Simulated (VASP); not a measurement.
Input of a VASP 6.6.1 run:

The input INCAR:

```
SYSTEM = Al2InN3
  PREC = Accurate
  ENCUT = 520
  EDIFF = 1E-7
  ISMEAR = 0
  SIGMA = 0.1
  LREAL = .FALSE.
  LASPH = .TRUE.
  NELM = 80
  ALGO = Normal
  ISIF = 2
  LWAVE = .FALSE.
  LCHARG = .TRUE.
  GGA = PE
  LELF = .TRUE.
  LVHAR = .TRUE.
  NBANDS = 26
```

Contents of KPOINTS:

```
Automatic mesh
0
G
  6 6 2
  0 0 0
```

Contents of POSCAR:

```
Al2InN3
1.0
    3.0279396613      0.0000000000      0.0000000000
   -1.5139698307      2.6222726678      0.0000000000
    0.0000000000      0.0000000000      7.5176520412
Al In N
2 1 3
Direct
    0.3333333333      0.6666666667      0.6555286355
    0.6666666667      0.3333333333      0.3444713645
    0.0000000000      0.0000000000      0.0000000000
    0.3333333333      0.6666666667      0.1967713944
    0.6666666667      0.3333333333      0.8032286056
    0.0000000000      0.0000000000      0.5000000000
```

Potentials or basis: VASP PAW PBE potentials, release 64 (Al, In_d, N).

The run is started by

```bash
$ cat potpaw_PBE.64/Al/POTCAR potpaw_PBE.64/In_d/POTCAR potpaw_PBE.64/N/POTCAR > POTCAR
$ mpirun -np 1 vasp_std > vasp.out
```

Estimate the largest force.

0.038 eV/Å.

Estimate the band gap on the k mesh.

2.36 eV, indirect (least direct gap 2.69 eV).

Predict the pressure.

-0.1 GPa.

Forces in eV/Å, atoms in the order of the input:
```
Al   0.000  0.000 -0.001
Al   0.000  0.000  0.001
In   0.000  0.000  0.000
N    0.000  0.000  0.038
N    0.000  0.000 -0.038
N    0.000  0.000  0.000
```

Caveat: spin-orbit coupling is left out, which moves the levels of the heavy elements. A k mesh can miss the band edges.
